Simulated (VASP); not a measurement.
# V3Pt (Pm-3m) in VASP: relaxation of cell and atoms with LDA

Aim: the relaxation of cell and atoms of V3Pt with LDA.

Everything below comes from runs of VASP 6.6.1. Logs are shortened: lines on timing, memory, paths and dates and some standing lists are left out, and cuts for length are marked.

## 1. The cell of the first run

The structure is cubic, space group Pm-3m (No. 221). The conventional cell has a = 3.878 Å, b = 3.878 Å, c = 3.878 Å, α = 90.00°, β = 90.00°, γ = 90.00°. Within 3.6 Å of V (site symmetry 4/mmm) lie 8 V at 2.74 Å and 4 Pt at 2.74 Å. Within 3.6 Å of Pt (site symmetry m-3m) lie 12 V at 2.74 Å.

## 2. Relaxation of cell and atoms, LDA, collinear spin, ferromagnetic start

INCAR

```
SYSTEM = V3Pt
ALGO     = Normal         ! electronic algorithm
EDIFF    = 1E-7           ! SCF threshold, eV
EDIFFG   = -0.005         ! ionic threshold
ENCUT    = 600            ! plane-wave cutoff, eV
GGA      = CA             ! functional
IBRION   = 2              ! ionic algorithm
ISIF     = 3              ! what is computed and relaxed
ISMEAR   = -1             ! smearing method
ISPIN    = 2              ! spin polarisation
LASPH    = .TRUE.         ! aspherical terms in the spheres
LCHARG   = .FALSE.        ! write CHGCAR
LMAXMIX  = 4              ! l up to which the mixer works
LORBIT   = 11             ! projections on sites
LREAL    = .FALSE.        ! projectors in reciprocal space
LWAVE    = .FALSE.        ! write WAVECAR
MAGMOM   = 1.5 1.5 1.5 0  ! initial moments
NELM     = 150            ! most SCF steps
NSW      = 100            ! ionic steps
PREC     = Accurate       ! precision mode
SIGMA    = 0.05           ! smearing width, eV
```

KPOINTS

```
k-points
0
G
  9 9 9
  0 0 0
```

POSCAR

```
V3Pt
1.0
    3.8784215365      0.0000000000      0.0000000000
    0.0000000000      3.8784215365      0.0000000000
    0.0000000000      0.0000000000      3.8784215365
V Pt
3 1
Direct
    0.0000000000      0.5000000000      0.5000000000
    0.5000000000      0.0000000000      0.5000000000
    0.5000000000      0.5000000000      0.0000000000
    0.0000000000      0.0000000000      0.0000000000
```

Potentials or basis: VASP PAW LDA potentials, release 64 (V_sv, Pt).

Command:

```sh
$ cat potpaw_LDA.64/V_sv/POTCAR potpaw_LDA.64/Pt/POTCAR > POTCAR
$ mpirun -np 1 vasp_std > vasp.out
```

OUTCAR:

```text
SYSTEM = V3Pt
   EDIFF = 1E-7
   EDIFFG = -0.005
   ENCUT = 600
   GGA = CA
   IBRION = 2
   ISIF = 3
   ISMEAR = -1
   ISPIN = 2
   LASPH = .TRUE.
   LORBIT = 11
   LREAL = .FALSE.
   NELM = 150
   NSW = 100
   PREC = Accurate

 ion  position               nearest neighbor table
   1  0.000  0.500  0.500-   2 2.74   3 2.74   4 2.74   3 2.74   4 2.74   2 2.74   4 2.74   4 2.74
                             2 2.74   3 2.74   3 2.74   2 2.74
   2  0.500  0.000  0.500-   1 2.74   3 2.74   4 2.74   3 2.74   4 2.74   1 2.74   3 2.74   3 2.74
                             1 2.74   4 2.74   4 2.74   1 2.74
   3  0.500  0.500  0.000-   1 2.74   2 2.74   4 2.74   1 2.74   2 2.74   2 2.74   4 2.74   2 2.74
                             1 2.74   4 2.74   1 2.74   4 2.74
   4  0.000  0.000  0.000-   1 2.74   2 2.74   3 2.74   1 2.74   2 2.74   1 2.74   3 2.74   1 2.74
                             2 2.74   3 2.74   2 2.74   3 2.74

  LATTYP: Found a simple cubic cell.
 ALAT       =     3.8784215365

  Lattice vectors:

 A1 = (   3.8784215365,   0.0000000000,   0.0000000000)
 A2 = (   0.0000000000,   3.8784215365,   0.0000000000)
 A3 = (   0.0000000000,   0.0000000000,   3.8784215365)

Analysis of symmetry for initial positions (statically):
=====================================================================
 Subroutine PRICEL returns:
 Original cell was already a primitive cell.

 Routine SETGRP: Setting up the symmetry group for a
 simple cubic supercell.

 Subroutine GETGRP returns: Found 48 space group operations
 (whereof 48 operations were pure point group operations)
 out of a pool of 48 trial point group operations.

The static configuration has the point symmetry O_h .

Analysis of symmetry for dynamics (positions and initial velocities):
=====================================================================
 Subroutine PRICEL returns:
 Original cell was already a primitive cell.

 Routine SETGRP: Setting up the symmetry group for a
 simple cubic supercell.

 Subroutine GETGRP returns: Found 48 space group operations
 (whereof 48 operations were pure point group operations)
 out of a pool of 48 trial point group operations.

The dynamic configuration has the point symmetry O_h .

Analysis of structural, dynamic, and magnetic symmetry:
=====================================================================
 Subroutine PRICEL returns:
 Original cell was already a primitive cell.

 Routine SETGRP: Setting up the symmetry group for a
 simple cubic supercell.

 Subroutine GETGRP returns: Found 48 space group operations
 (whereof 48 operations were pure point group operations)
 out of a pool of 48 trial point group operations.

The overall configuration has the point symmetry O_h .

 Subroutine INISYM returns: Found 48 space group operations
 (whereof 48 operations are pure point group operations),
 and found     1 'primitive' translations

----------------------------------------------------------------------------------------

                                     Primitive cell

  volume of cell :      58.3398

  direct lattice vectors                    reciprocal lattice vectors
     3.878421536  0.000000000  0.000000000     0.257836852  0.000000000  0.000000000
     0.000000000  3.878421536  0.000000000     0.000000000  0.257836852  0.000000000
     0.000000000  0.000000000  3.878421536     0.000000000  0.000000000  0.257836852

  length of vectors
     3.878421536  3.878421536  3.878421536     0.257836852  0.257836852  0.257836852

  position of ions in fractional coordinates (direct lattice)
     0.000000000  0.500000000  0.500000000
     0.500000000  0.000000000  0.500000000
     0.500000000  0.500000000  0.000000000
     0.000000000  0.000000000  0.000000000

  ion indices of the primitive-cell ions
   primitive index   ion index
                 1           1
                 2           2
                 3           3
                 4           4

----------------------------------------------------------------------------------------

 KPOINTS: k-points

Automatic generation of k-mesh.
 Grid dimensions read from file:
 generate k-points for:    9    9    9

 Generating k-lattice:

  Cartesian coordinates                     Fractional coordinates (reciprocal lattice)
     0.028648539  0.000000000  0.000000000     0.111111111  0.000000000  0.000000000
     0.000000000  0.028648539  0.000000000     0.000000000  0.111111111  0.000000000
     0.000000000  0.000000000  0.028648539     0.000000000  0.000000000  0.111111111

  Length of vectors
     0.028648539  0.028648539  0.028648539

  Shift w.r.t. Gamma in fractional coordinates (k-lattice)
     0.000000000  0.000000000  0.000000000

 Subroutine IBZKPT returns following result:
 ===========================================

 Found     35 irreducible k-points:

 Following reciprocal coordinates:
            Coordinates               Weight
  0.000000  0.000000  0.000000      1.000000
  0.111111  0.000000  0.000000      6.000000
  0.222222  0.000000  0.000000      6.000000
  0.333333  0.000000  0.000000      6.000000
  0.444444  0.000000  0.000000      6.000000
  0.111111  0.111111  0.000000     12.000000
[... 16 lines left out ...]
  0.333333  0.333333  0.111111     24.000000
  0.444444  0.333333  0.111111     48.000000
 [... further k-points ...]
   k-points           NKPTS =     35   k-points in BZ     NKDIM =     35   number of bands    NBANDS=     31
   number of dos      NEDOS =    301   number of ions     NIONS =      4
   total plane-waves  NPLWV =  32768
   dimension x,y,z NGX =    32 NGY =   32 NGZ =   32
   dimension x,y,z NGXF=    64 NGYF=   64 NGZF=   64
   ions per type =               3   1
   NGX,Y,Z   is equivalent  to a cutoff of  13.72, 13.72, 13.72 a.u.
   NGXF,Y,Z  is equivalent  to a cutoff of  27.43, 27.43, 27.43 a.u.
 SYSTEM =  V3Pt
   PREC   = accura    normal or accurate (medium, high low for compatibility)
   ISTART =      0    job   : 0-new  1-cont  2-samecut
   ICHARG =      2    charge: 1-file 2-atom 10-const
   ISPIN  =      2    spin polarized calculation?
   LNONCOLLINEAR =      F non collinear calculations
   LSORBIT =      F    spin-orbit coupling
   LASPH  =      T    aspherical Exc in radial PAW
   ENCUT  =  600.0 eV  44.10 Ry    6.64 a.u.   7.75  7.75  7.75*2*pi/ulx,y,z
   NELM   =    150;   NELMIN=  2; NELMDL= -5     # of ELM steps
   EDIFF  = 0.1E-06   stopping-criterion for ELM
   LREAL  =      F    real-space projection
   EDIFFG = -.5E-02   stopping-criterion for IOM
   NSW    =    100    number of steps for IOM
   IBRION =      2    ionic relax: 0-MD 1-quasi-New 2-CG
   NFREE  =      1    steps in history (QN), initial steepest desc. (CG)
   ISIF   =      3    stress and relaxation
   ISYM   =      2    0-nonsym 1-usesym 2-fastsym
   POTIM  = 0.5000    time-step for ionic-motion
   TEBEG  =    0.0;   TEEND  =   0.0 temperature during run
   PSTRESS=    0.0 pullay stress
   NELECT =      49.0000    total number of electrons
   NUPDOWN=      -1.0000    fix difference up-down
   EMIN   =  10.00;   EMAX   =-10.00  energy-range for DOS
   EFERMI =   0.00;   METHOD = LEGACY
   ISMEAR =    -1;   SIGMA  =   0.05  broadening in eV -4-tet -1-fermi 0-gaus
   EFERMI_NEDOS =   21; number of points for ismear=-14 and -15
   IALGO  =     38    algorithm
   IMIX   =      4    mixing-type and parameters
     AMIX     =   0.40;   BMIX     =  1.00
     AMIX_MAG =   1.60;   BMIX_MAG =  1.00
  volume/ion in A,a.u.               =      14.58        98.42
  Fermi-wavevector in a.u.,A,eV,Ry     =   1.544609  2.918887 32.461004  2.385816
  Thomas-Fermi vector in A             =   2.650105
   LORBIT       =     11    0 simple, 1 ext, 2 COOP (PROOUT), +10 PAW based schemes
   GGA     = CA    functional components
   LHFCALC =     F    Hartree Fock is set to
   AEXX    =    0.0000 exact exchange contribution
   IVDW    =     0    specifies the selected vdW correction
   LEPSILON=     F    determine dielectric tensor
   LRPA    =     F    only Hartree local field effects (RPA)
 conjugate gradient relaxation of ions
 spin polarized calculation
  energy-cutoff  :      600.00
  volume of cell :       58.34
 maximum number of plane-waves:      1963
 NGX is ok and might be reduce to    32
   NGX = 15   NGY = 15   NGZ = 15

--------------------------------------- Ionic step        1  -------------------------------------------

 number of electron      49.0000021 magnetization       0.0010650

 Free energy of the ion-electron system (eV)
  ---------------------------------------------------
  ext. energy  EPLUGINS =         0.00000000
  ---------------------------------------------------
  free energy    TOTEN  =       -37.96200307 eV

  energy without entropy =      -37.90841345  energy(sigma->0) =      -37.93520826

 E-fermi :   9.5768     XC(G=0): -13.0750

 val. band max:        9.5739389719   @ k =   0.4444   0.3333   0.2222
 cond. band min:       9.5927990962   @ k =   0.4444   0.1111   0.0000
 fundamental gap:      0.0188601243
 Fermi energy:         9.5768492009

 spin component 1

 k-point     1 :       0.0000    0.0000    0.0000
  band No.  band energies     occupation
      1     -53.8324      1.00000
      2     -53.6922      1.00000
      3     -53.6922      1.00000
      4     -28.2495      1.00000
      5     -28.2495      1.00000
      6     -28.2495      1.00000
[... 805 lines left out ...]
     30      11.1509      0.00000
     31      11.3260      0.00000

 [... further k-points ...]

 spin component 2

 k-point     1 :       0.0000    0.0000    0.0000
  band No.  band energies     occupation
      1     -53.8321      1.00000
      2     -53.6919      1.00000
      3     -53.6919      1.00000
      4     -28.2492      1.00000
      5     -28.2492      1.00000
      6     -28.2492      1.00000
[... 805 lines left out ...]
     30      11.1511      0.00000
     31      11.3262      0.00000

 [... further k-points ...]
[... 5 lines left out ...]
  --------------------------------------------------------------------------------------
  -------------------------------------------------------------------------------------
  Total       -6.9986994     -6.9986994     -6.9986994      0.0000000      0.0000000     -0.0000000
  in kB     -192.2042087   -192.2042087   -192.2042087      0.0000000      0.0000000     -0.0000000
  external PRESSURE =    -192.2042087 kB  Pullay stress =       0.0000000 kB
[... 225 lines left out ...]
--------------------------------------- Ionic step        7  -------------------------------------------

 number of electron      48.9999996 magnetization      -0.0000002

 number of electron      48.9999996 magnetization       0.0000001

 Free energy of the ion-electron system (eV)
  ---------------------------------------------------
  ext. energy  EPLUGINS =         0.00000000
  ---------------------------------------------------
  free energy    TOTEN  =       -38.31434675 eV

  energy without entropy =      -38.26618937  energy(sigma->0) =      -38.29026806

 E-fermi :  10.9637     XC(G=0): -13.6186

 val. band max:       10.9423056353   @ k =   0.4444   0.3333   0.2222
 cond. band min:      10.9639913199   @ k =   0.4444   0.1111   0.0000
 fundamental gap:      0.0216856846
 Fermi energy:        10.9637464287

 spin component 1

 k-point     1 :       0.0000    0.0000    0.0000
  band No.  band energies     occupation
      1     -52.3344      1.00000
      2     -52.1268      1.00000
      3     -52.1268      1.00000
      4     -26.8280      1.00000
      5     -26.8280      1.00000
      6     -26.8280      1.00000
[... 805 lines left out ...]
     30      12.7543      0.00000
     31      12.9560      0.00000

 [... further k-points ...]

 spin component 2

 k-point     1 :       0.0000    0.0000    0.0000
  band No.  band energies     occupation
      1     -52.3344      1.00000
      2     -52.1268      1.00000
      3     -52.1268      1.00000
      4     -26.8280      1.00000
      5     -26.8280      1.00000
      6     -26.8280      1.00000
[... 805 lines left out ...]
     30      12.7543      0.00000
     31      12.9560      0.00000

 [... further k-points ...]
[... 5 lines left out ...]
  --------------------------------------------------------------------------------------
  -------------------------------------------------------------------------------------
  Total       -0.0022310     -0.0022310     -0.0022310      0.0000000      0.0000000     -0.0000000
  in kB       -0.0674991     -0.0674991     -0.0674991      0.0000000      0.0000000     -0.0000000
  external PRESSURE =      -0.0674991 kB  Pullay stress =       0.0000000 kB
[... 19 lines left out ...]
  FREE ENERGIE OF THE ION-ELECTRON SYSTEM (eV)
  ---------------------------------------------------
  free  energy   TOTEN  =       -38.3143467540 eV

  energy  without entropy=      -38.2661893685  energy(sigma->0) =      -38.29026806

 reached required accuracy - stopping structural energy minimisation

 total charge

# of ion       s       p       d       tot
------------------------------------------
    1        2.332   6.236   3.108  11.677
    2        2.332   6.236   3.108  11.677
    3        2.332   6.236   3.108  11.677
    4        0.859   0.862   7.992   9.713
--------------------------------------------------
tot          7.854  19.571  17.317  44.743

 magnetization (x)

# of ion       s       p       d       tot
------------------------------------------
    1       -0.000  -0.000  -0.000  -0.000
    2       -0.000  -0.000  -0.000  -0.000
    3       -0.000  -0.000  -0.000  -0.000
    4        0.000   0.000  -0.000  -0.000
--------------------------------------------------
tot          0.000   0.000  -0.000  -0.000
```

Run time: 3.8 min. Hardware: 1 thread of Intel Xeon 6975P-C (Granite Rapids), shared host; peak memory 0.25 GiB.

What came out:

| Property | Result |
| --- | --- |
| Free energy | -38.3143 eV |
| Relaxed volume | 13.24 Å³/atom |
| Relaxed cell | a = 3.755 Å, b = 3.755 Å, c = 3.755 Å, α = 90.00°, β = 90.00°, γ = 90.00° |
| Space group after relaxing (to 0.05 Å) | Pm-3m (No. 221) |
| Energy gained by relaxing | 88.1 meV/atom |
| Ionic steps | 7 |
| Pressure after relaxing | 0.0 GPa |
| Net moment | 0.00 μB per cell |
| Valence electrons inside the program's atomic spheres | V 11.68; Pt 9.71 |

Step by step:
```tsv
step	energy change (eV)	largest force (eV/Å)	pressure (GPa)	volume (Å³)
1	0.0000	0.0000	-19.22	58.34
2	0.9495	0.0000	59.07	44.78
3	-0.3513	0.0000	-1.24	53.23
4	-0.3523	0.0000	-0.26	53.01
5	-0.3523	0.0000	0.21	52.91
6	-0.3523	0.0000	-0.31	53.02
7	-0.3523	0.0000	-0.01	52.95
```

Final structure:
```
CELL_PARAMETERS angstrom
3.75522 0.00000 0.00000
0.00000 3.75522 0.00000
0.00000 0.00000 3.75522
ATOMIC_POSITIONS crystal
V 0.00000 0.50000 0.50000
V 0.50000 0.00000 0.50000
V 0.50000 0.50000 0.00000
Pt 0.00000 0.00000 0.00000
```

Caveat: spin-orbit coupling is left out, which moves the levels of the heavy elements. Zero-point motion and thermal expansion aren't in these numbers.
